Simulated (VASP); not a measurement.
Input of a VASP 6.6.1 run:

File INCAR:

```
ALGO = Normal ; EDIFF = 1E-6
EDIFFG = -0.01 ; ENCUT = 600
GGA = PE ; IBRION = 2
ISIF = 3 ; ISMEAR = 0
LASPH = T ; LCHARG = F
LREAL = F ; LWAVE = F
NELM = 100 ; NSW = 100
PREC = Accurate ; SIGMA = 0.1
```

Contents of KPOINTS:

```
k-points
0
Gamma
  6 6 10
```

POSCAR

```
Sc2SbP3
1.0
    5.9294864730      0.0000000000      0.0000000000
   -2.9647432365      5.1350859170      0.0000000000
    0.0000000000      0.0000000000      3.9066585794
Sc Sb P
2 1 3
Direct
    0.3333333333      0.6666666667      0.0000000000
    0.6666666667      0.3333333333      0.0000000000
    0.0000000000      0.0000000000      0.0000000000
    0.5000000000      0.0000000000      0.5000000000
    0.5000000000      0.5000000000      0.5000000000
    0.0000000000      0.5000000000      0.5000000000
```

Potentials or basis: VASP PAW PBE potentials, release 64 (Sc_sv, Sb, P).

Run with:

```sh
$ cat potpaw_PBE.64/Sc_sv/POTCAR potpaw_PBE.64/Sb/POTCAR potpaw_PBE.64/P/POTCAR > POTCAR
$ mpirun -np 1 vasp_std > vasp.out
```

(1) What does it give for the space group after relaxing (to 0.1 Å)?

(2) Estimate the relaxed volume.

(3) What does it give for the relaxed cell?

(4) What does it give for the band gap on the k mesh?

Answers

(1) P6/mmm (No. 191).

(2) 19.55 Å³/atom.

(3) a = 5.800 Å, b = 5.800 Å, c = 4.027 Å, α = 90.00°, β = 90.00°, γ = 120.00°.

(4) zero (bands 21 and 22 overlap by 1.71 eV).

Caveat: spin-orbit coupling is left out, which moves the levels of the heavy elements.
